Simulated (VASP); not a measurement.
# Ga4SeS (F-43m) in VASP: notebook

Runs on Ga4SeS. Level: PBE. Tasks: single point, relaxation of cell and atoms.

All numbers are computed with VASP 6.6.1; they aren't measurements. Logs are shortened: lines on timing, memory, paths and dates and some standing lists are left out, and cuts for length are marked.

**1. The cell of the first run**

Symmetry: F-43m, No. 216, cubic system. The conventional cell has a = 6.785 Å, b = 6.785 Å, c = 6.785 Å, α = 90.00°, β = 90.00°, γ = 90.00°. Ga (site symmetry 3m) has 1 S at 1.28 Å within 1.7 Å. Se (site symmetry -43m) has 12 Ga at 2.85 Å and 6 S at 3.39 Å within 3.8 Å. S (site symmetry -43m) has 4 Ga at 1.28 Å within 1.7 Å.

The cell was generated, and may not be a known phase.

**2. Single point, PBE**

File INCAR:

```
PREC     = Accurate       # precision mode
ENCUT    = 520            # plane-wave cutoff, eV
EDIFF    = 1E-6           # SCF threshold, eV
ISMEAR   = 0              # smearing method
SIGMA    = 0.1            # smearing width, eV
LREAL    = F              # projectors in reciprocal space
LASPH    = T              # aspherical terms in the spheres
NELM     = 80             # most SCF steps
ALGO     = Normal         # electronic algorithm
ISIF     = 2              # what is computed and relaxed
LWAVE    = F              # write WAVECAR
LCHARG   = F              # write CHGCAR
GGA      = PE             # functional
NBANDS   = 41             # bands
```

File KPOINTS:

```
Automatic mesh
0
Gamma
  4 4 4
```

File POSCAR:

```
Ga4SeS
1.0
    0.0000000000      3.3925215600      3.3925215600
    3.3925215600      0.0000000000      3.3925215600
    3.3925215600      3.3925215600      0.0000000000
Ga Se S
4 1 1
Direct
    0.1410922700      0.1410922700      0.1410922700
    0.1410922700      0.1410922700      0.5767231800
    0.1410922700      0.5767231800      0.1410922700
    0.5767231800      0.1410922700      0.1410922700
    0.7500000000      0.7500000000      0.7500000000
    0.2500000000      0.2500000000      0.2500000000
```

Potentials or basis: VASP PAW PBE potentials, release 64 (Ga_d, Se, S).

The run is started by

```bash
> cat potpaw_PBE.64/Ga_d/POTCAR potpaw_PBE.64/Se/POTCAR potpaw_PBE.64/S/POTCAR > POTCAR
> mpirun -np 1 vasp_std > vasp.out
```

OUTCAR:

```text
PREC = Accurate
   ENCUT = 520
   EDIFF = 1E-6
   ISMEAR = 0
   LREAL = F
   LASPH = T
   NELM = 80
   ISIF = 2
   GGA = PE

 ion  position               nearest neighbor table
   1  0.141  0.141  0.141-   6 1.28   3 2.09   4 2.09   2 2.09   2 2.71   3 2.71   4 2.71   5 2.85
                             5 2.85   5 2.85
   2  0.141  0.141  0.577-   6 1.28   3 2.09   4 2.09   1 2.09   1 2.71   3 2.71   4 2.71   5 2.85
                             5 2.85   5 2.85
   3  0.141  0.577  0.141-   6 1.28   2 2.09   4 2.09   1 2.09   1 2.71   2 2.71   4 2.71   5 2.85
                             5 2.85   5 2.85
   4  0.577  0.141  0.141-   6 1.28   2 2.09   3 2.09   1 2.09   2 2.71   3 2.71   1 2.71   5 2.85
                             5 2.85   5 2.85
   5  0.750  0.750  0.750-   2 2.85   3 2.85   4 2.85   1 2.85   1 2.85   1 2.85   3 2.85   2 2.85
                             4 2.85   4 2.85   2 2.85   3 2.85
   6  0.250  0.250  0.250-   2 1.28   3 1.28   4 1.28   1 1.28

 -----------------------------------------------------------------------------
|                                                                             |
|           W    W    AA    RRRRR   N    N  II  N    N   GGGG   !!!           |
|           W    W   A  A   R    R  NN   N  II  NN   N  G    G  !!!           |
|           W    W  A    A  R    R  N N  N  II  N N  N  G       !!!           |
|           W WW W  AAAAAA  RRRRR   N  N N  II  N  N N  G  GGG   !            |
|           WW  WW  A    A  R   R   N   NN  II  N   NN  G    G                |
|           W    W  A    A  R    R  N    N  II  N    N   GGGG   !!!           |
|                                                                             |
|     The distance between some ions is very small. Please check the          |
|     nearest-neighbor list in the OUTCAR file.                               |
|     I HOPE YOU KNOW WHAT YOU ARE DOING!                                     |
|                                                                             |
 -----------------------------------------------------------------------------

  LATTYP: Found a face centered cubic cell.
 ALAT       =     6.7850431200

  Lattice vectors:

 A1 = (   0.0000000000,   3.3925215600,   3.3925215600)
 A2 = (   3.3925215600,   0.0000000000,   3.3925215600)
 A3 = (   3.3925215600,   3.3925215600,   0.0000000000)

Analysis of symmetry for initial positions (statically):
=====================================================================
 Subroutine PRICEL returns:
 Original cell was already a primitive cell.

 Routine SETGRP: Setting up the symmetry group for a
 face centered cubic supercell.

 Subroutine GETGRP returns: Found 24 space group operations
 (whereof 24 operations were pure point group operations)
 out of a pool of 48 trial point group operations.

The static configuration has the point symmetry T_d .

Analysis of symmetry for dynamics (positions and initial velocities):
=====================================================================
 Subroutine PRICEL returns:
 Original cell was already a primitive cell.

 Routine SETGRP: Setting up the symmetry group for a
 face centered cubic supercell.

 Subroutine GETGRP returns: Found 24 space group operations
 (whereof 24 operations were pure point group operations)
 out of a pool of 48 trial point group operations.

The dynamic configuration has the point symmetry T_d .

 Subroutine INISYM returns: Found 24 space group operations
 (whereof 24 operations are pure point group operations),
 and found     1 'primitive' translations

----------------------------------------------------------------------------------------

                                     Primitive cell

  volume of cell :      78.0904

  direct lattice vectors                    reciprocal lattice vectors
     0.000000000  3.392521560  3.392521560    -0.147382999  0.147382999  0.147382999
     3.392521560  0.000000000  3.392521560     0.147382999 -0.147382999  0.147382999
     3.392521560  3.392521560  0.000000000     0.147382999  0.147382999 -0.147382999

  length of vectors
     4.797750001  4.797750001  4.797750001     0.255274842  0.255274842  0.255274842

  position of ions in fractional coordinates (direct lattice)
     0.141092270  0.141092270  0.141092270
     0.141092270  0.141092270  0.576723180
     0.141092270  0.576723180  0.141092270
     0.576723180  0.141092270  0.141092270
     0.750000000  0.750000000  0.750000000
     0.250000000  0.250000000  0.250000000

  ion indices of the primitive-cell ions
   primitive index   ion index
                 1           1
                 2           2
                 3           3
                 4           4
                 5           5
                 6           6

----------------------------------------------------------------------------------------

 KPOINTS: Automatic mesh

Automatic generation of k-mesh.
 Grid dimensions read from file:
 generate k-points for:    4    4    4

 Generating k-lattice:

  Cartesian coordinates                     Fractional coordinates (reciprocal lattice)
    -0.036845750  0.036845750  0.036845750     0.250000000  0.000000000  0.000000000
     0.036845750 -0.036845750  0.036845750     0.000000000  0.250000000  0.000000000
     0.036845750  0.036845750 -0.036845750     0.000000000  0.000000000  0.250000000

  Length of vectors
     0.063818710  0.063818710  0.063818710

  Shift w.r.t. Gamma in fractional coordinates (k-lattice)
     0.000000000  0.000000000  0.000000000

 Subroutine IBZKPT returns following result:
 ===========================================

 Found      8 irreducible k-points:

 Following reciprocal coordinates:
            Coordinates               Weight
  0.000000  0.000000  0.000000      1.000000
  0.250000  0.000000  0.000000      8.000000
  0.500000  0.000000  0.000000      4.000000
  0.250000  0.250000  0.000000      6.000000
  0.500000  0.250000  0.000000     24.000000
 -0.250000  0.250000  0.000000     12.000000
  0.500000  0.500000  0.000000      3.000000
 -0.250000  0.500000  0.250000      6.000000
   k-points           NKPTS =      8   k-points in BZ     NKDIM =      8   number of bands    NBANDS=     41
   number of dos      NEDOS =    301   number of ions     NIONS =      6
   total plane-waves  NPLWV =  46656
   dimension x,y,z NGX =    36 NGY =   36 NGZ =   36
   dimension x,y,z NGXF=    72 NGYF=   72 NGZF=   72
   ions per type =               4   1   1
   NGX,Y,Z   is equivalent  to a cutoff of  12.47, 12.47, 12.47 a.u.
   NGXF,Y,Z  is equivalent  to a cutoff of  24.95, 24.95, 24.95 a.u.
 SYSTEM =  unknown system
   PREC   = accura    normal or accurate (medium, high low for compatibility)
   ISTART =      0    job   : 0-new  1-cont  2-samecut
   ICHARG =      2    charge: 1-file 2-atom 10-const
   ISPIN  =      1    spin polarized calculation?
   LNONCOLLINEAR =      F non collinear calculations
   LSORBIT =      F    spin-orbit coupling
   LASPH  =      T    aspherical Exc in radial PAW
   ENCUT  =  520.0 eV  38.22 Ry    6.18 a.u.   8.92  8.92  8.92*2*pi/ulx,y,z
   NELM   =     80;   NELMIN=  2; NELMDL= -5     # of ELM steps
   EDIFF  = 0.1E-05   stopping-criterion for ELM
   LREAL  =      F    real-space projection
[... 7 lines left out ...]
   TEBEG  =    0.0;   TEEND  =   0.0 temperature during run
   PSTRESS=    0.0 pullay stress
   NELECT =      64.0000    total number of electrons
   NUPDOWN=      -1.0000    fix difference up-down
   EMIN   =  10.00;   EMAX   =-10.00  energy-range for DOS
   EFERMI =   0.00;   METHOD = LEGACY
   ISMEAR =     0;   SIGMA  =   0.10  broadening in eV -4-tet -1-fermi 0-gaus
   EFERMI_NEDOS =   21; number of points for ismear=-14 and -15
   IALGO  =     38    algorithm
   IMIX   =      4    mixing-type and parameters
     AMIX     =   0.40;   BMIX     =  1.00
     AMIX_MAG =   1.60;   BMIX_MAG =  1.00
  volume/ion in A,a.u.               =      13.02        87.83
  Fermi-wavevector in a.u.,A,eV,Ry     =   1.532036  2.895128 31.934687  2.347133
  Thomas-Fermi vector in A             =   2.639297
   LORBIT       =      0    0 simple, 1 ext, 2 COOP (PROOUT), +10 PAW based schemes
   GGA     = PE    functional components
   LHFCALC =     F    Hartree Fock is set to
   AEXX    =    0.0000 exact exchange contribution
   IVDW    =     0    specifies the selected vdW correction
   LEPSILON=     F    determine dielectric tensor
   LRPA    =     F    only Hartree local field effects (RPA)
 non-spin polarized calculation
 Gauss-broadening in eV      SIGMA  =   0.10
  energy-cutoff  :      520.00
  volume of cell :       78.09
 maximum number of plane-waves:      2120
   NGX = 17   NGY = 17   NGZ = 17

 number of electron      64.0000002 magnetization

 Free energy of the ion-electron system (eV)
  ---------------------------------------------------
  ext. energy  EPLUGINS =         0.00000000
  ---------------------------------------------------
  free energy    TOTEN  =       105.08654415 eV

  energy without entropy =      105.11062350  energy(sigma->0) =      105.09858383

 E-fermi :  10.8889     XC(G=0): -12.0833

 val. band max:       10.5444269439   @ k =  -0.2500   0.2500   0.0000
 cond. band min:      10.9529608309   @ k =   0.5000   0.2500   0.0000
 fundamental gap:      0.4085338870
 Fermi energy:        10.8888706472

 k-point     1 :       0.0000    0.0000    0.0000
  band No.  band energies     occupation
      1     -18.3410      2.00000
      2     -14.6589      2.00000
      3     -14.6589      2.00000
      4     -14.6589      2.00000
      5     -12.4052      2.00000
      6     -12.4052      2.00000
[... 33 lines left out ...]
     40      19.8407      0.00000
     41      19.8411      0.00000

 k-point     2 :       0.2500    0.0000    0.0000
  band No.  band energies     occupation
      1     -18.3119      2.00000
      2     -14.6560      2.00000
      3     -14.6359      2.00000
      4     -14.6359      2.00000
      5     -12.3834      2.00000
      6     -12.3834      2.00000
[... 33 lines left out ...]
     40      18.1583      0.00000
     41      19.7139      0.00000

 k-point     3 :       0.5000    0.0000    0.0000
  band No.  band energies     occupation
      1     -18.2825      2.00000
      2     -14.6531      2.00000
      3     -14.6127      2.00000
      4     -14.6127      2.00000
      5     -12.3600      2.00000
      6     -12.3600      2.00000
[... 33 lines left out ...]
     40      16.4598      0.00000
     41      17.8425      0.00000

 k-point     4 :       0.2500    0.2500    0.0000
  band No.  band energies     occupation
      1     -18.3021      2.00000
      2     -14.6724      2.00000
      3     -14.6195      2.00000
      4     -14.6195      2.00000
      5     -12.4016      2.00000
      6     -12.3508      2.00000
[... 33 lines left out ...]
     40      17.6778      0.00000
     41      19.4442      0.00000

 k-point     5 :       0.5000    0.2500    0.0000
  band No.  band energies     occupation
      1     -18.2725      2.00000
      2     -14.6674      2.00000
      3     -14.5992      2.00000
      4     -14.5958      2.00000
      5     -12.3811      2.00000
      6     -12.3281      2.00000
[... 33 lines left out ...]
     40      17.5405      0.00000
     41      18.6045      0.00000

 k-point     6 :      -0.2500    0.2500    0.0000
  band No.  band energies     occupation
      1     -18.2824      2.00000
      2     -14.6569      2.00000
      3     -14.6124      2.00000
      4     -14.6098      2.00000
      5     -12.3629      2.00000
      6     -12.3619      2.00000
[... 33 lines left out ...]
     40      17.2728      0.00000
     41      18.4015      0.00000

 k-point     7 :       0.5000    0.5000    0.0000
  band No.  band energies     occupation
      1     -18.2625      2.00000
      2     -14.6871      2.00000
      3     -14.5788      2.00000
      4     -14.5788      2.00000
      5     -12.3977      2.00000
      6     -12.2929      2.00000
[... 33 lines left out ...]
     40      17.4692      0.00000
     41      17.8276      0.00000

 k-point     8 :      -0.2500    0.5000    0.2500
  band No.  band energies     occupation
      1     -18.2625      2.00000
      2     -14.6662      2.00000
      3     -14.6015      2.00000
      4     -14.5788      2.00000
      5     -12.3767      2.00000
      6     -12.3204      2.00000
[... 33 lines left out ...]
     40      16.6875      0.00000
     41      19.1167      0.00000

------------------------ aborting loop because EDIFF is reached ----------------------------------------

  FORCE on cell =-STRESS in cart. coord.  units (eV):
  Direction    XX          YY          ZZ          XY          YZ          ZX
  --------------------------------------------------------------------------------------
  -------------------------------------------------------------------------------------
  Total      229.5092207    229.5092207    229.5092207      0.0000000      0.0000000     -0.0000000
  in kB     4708.8285287   4708.8285287   4708.8285287      0.0000000      0.0000000     -0.0000000
  external PRESSURE =    4708.8285287 kB  Pullay stress =       0.0000000 kB

 VOLUME and BASIS-vectors are now :
 -----------------------------------------------------------------------------
  energy-cutoff  :      520.00
  volume of cell :       78.09
      direct lattice vectors                 reciprocal lattice vectors
     0.000000000  3.392521560  3.392521560    -0.147382999  0.147382999  0.147382999
     3.392521560  0.000000000  3.392521560     0.147382999 -0.147382999  0.147382999
     3.392521560  3.392521560  0.000000000     0.147382999  0.147382999 -0.147382999

 POSITION                                       TOTAL-FORCE (eV/Angst)
 -----------------------------------------------------------------------------------
      0.95732      0.95732      0.95732       -73.942332    -73.942332    -73.942332
      2.43520      2.43520      0.95732        73.942332     73.942332    -73.942332
      2.43520      0.95732      2.43520        73.942332    -73.942332     73.942332
      0.95732      2.43520      2.43520       -73.942332     73.942332     73.942332
      5.08878      5.08878      5.08878         0.000000      0.000000      0.000000
      1.69626      1.69626      1.69626         0.000000      0.000000      0.000000
 -----------------------------------------------------------------------------------
    total drift:                                0.000037      0.000037      0.000039

  FREE ENERGIE OF THE ION-ELECTRON SYSTEM (eV)
  ---------------------------------------------------
  free  energy   TOTEN  =       105.0865441510 eV

  energy  without entropy=      105.1106234994  energy(sigma->0) =      105.09858383
```

Wall time 26 s (1 thread of Intel Xeon 6975P-C (Granite Rapids), shared host); peak memory 0.2 GiB.

Results:

- Free energy: 105.0865 eV
- Pressure: 470.9 GPa
- Largest force: 128.072 eV/Å
- Band gap on the k mesh: zero (bands 32 and 33 overlap by 4.20 eV)

Forces on the atoms (eV/Å):
```
Ga  -73.942 -73.942 -73.942
Ga   73.942  73.942 -73.942
Ga   73.942 -73.942  73.942
Ga  -73.942  73.942  73.942
Se    0.000   0.000   0.000
S     0.000   0.000   0.000
```

Levels at points of the mesh, in eV from the Fermi level:
```
           k point  band 30  band 31  band 32  band 33  band 34  band 35
(0.00, 0.00, 0.00)    -3.87    -3.87    -3.38    -3.38    -3.38     2.71
(0.50, 0.00, 0.00)    -1.15    -1.15     0.82     0.82     1.53     1.65
(0.50, 0.50, 0.00)    -3.09    -2.16     0.16     0.95     0.95     1.24
```

Caveat: the k points lie up to 0.40 Å⁻¹ apart, too coarse for converged energies and pressures of a metal; atoms lie so close that the PAW spheres overlap strongly, which falsifies energies and pressures; forces of over 1 eV/Å act on the atoms, so gaps and moduli don't describe the material at rest.

**3. Single point, PBE**

This run uses another cell than the first one, of 33.02 Å³/atom.

File INCAR:

```
SYSTEM = Ga4SeS
PREC = Accurate
ENCUT = 520
EDIFF = 1E-7
ISMEAR = 0
SIGMA = 0.1
LREAL = .FALSE.
LASPH = .TRUE.
NELM = 100
ALGO = Normal
ISIF = 2
LWAVE = .FALSE.
LCHARG = .FALSE.
GGA = PE
NBANDS = 41
```

File KPOINTS:

```
Automatic mesh
0
G
  4 4 4
  0 0 0
```

File POSCAR:

```
Ga4SeS
1.0
    0.0000000000      4.6268246704      4.6268246704
    4.6268246704      0.0000000000      4.6268246704
    4.6268246704      4.6268246704      0.0000000000
Ga Se S
4 1 1
Direct
    0.1014682946      0.1014682946      0.1014682946
    0.1014682946      0.1014682946      0.6955951161
    0.1014682946      0.6955951161      0.1014682946
    0.6955951161      0.1014682946      0.1014682946
    0.7500000000      0.7500000000      0.7500000000
    0.2500000000      0.2500000000      0.2500000000
```

Potentials or basis: VASP PAW PBE potentials, release 64 (Ga_d, Se, S).

The run is started by

```bash
> cat potpaw_PBE.64/Ga_d/POTCAR potpaw_PBE.64/Se/POTCAR potpaw_PBE.64/S/POTCAR > POTCAR
> mpirun -np 1 vasp_std > vasp.out
```

Wall time 51 s (1 thread of Intel Xeon 6975P-C (Granite Rapids), shared host); peak memory 0.36 GiB.

The run converged. Its results:

```yaml
Free_energy: -17.9131 eV
Pressure: 0.4 GPa
Largest_force: 0.009 eV/Å
Band_gap_on_the_k_mesh: 0.72 eV (least direct gap 1.06 eV)
```

Forces on the atoms (eV/Å):
```
Ga  -0.005 -0.005 -0.005
Ga   0.005  0.005 -0.005
Ga   0.005 -0.005  0.005
Ga  -0.005  0.005  0.005
Se   0.000  0.000  0.000
S    0.000  0.000  0.000
```

Levels at points of the mesh, in eV from the valence-band top:
| k point | band 29 | band 30 | band 31 | band 32 | band 33 | band 34 | band 35 | band 36 |
| --- | --- | --- | --- | --- | --- | --- | --- | --- |
| (0.00, 0.00, 0.00) | -2.75 | -0.50 | -0.50 | -0.50 | 0.72 | 0.72 | 1.12 | 3.81 |
| (0.50, 0.00, 0.00) | -2.46 | -0.44 | -0.44 | 0.00 | 1.12 | 1.37 | 1.37 | 2.79 |
| (0.50, 0.50, 0.00) | -1.93 | -0.70 | -0.14 | -0.14 | 0.92 | 1.13 | 1.95 | 2.20 |

Caveat: semilocal functionals underestimate gaps, and a narrow one can read as zero. A k mesh can miss the band edges.

[end of part 1 of 2]

The gap in the log of VASP goes by the Fermi energy; the results here count the filled bands.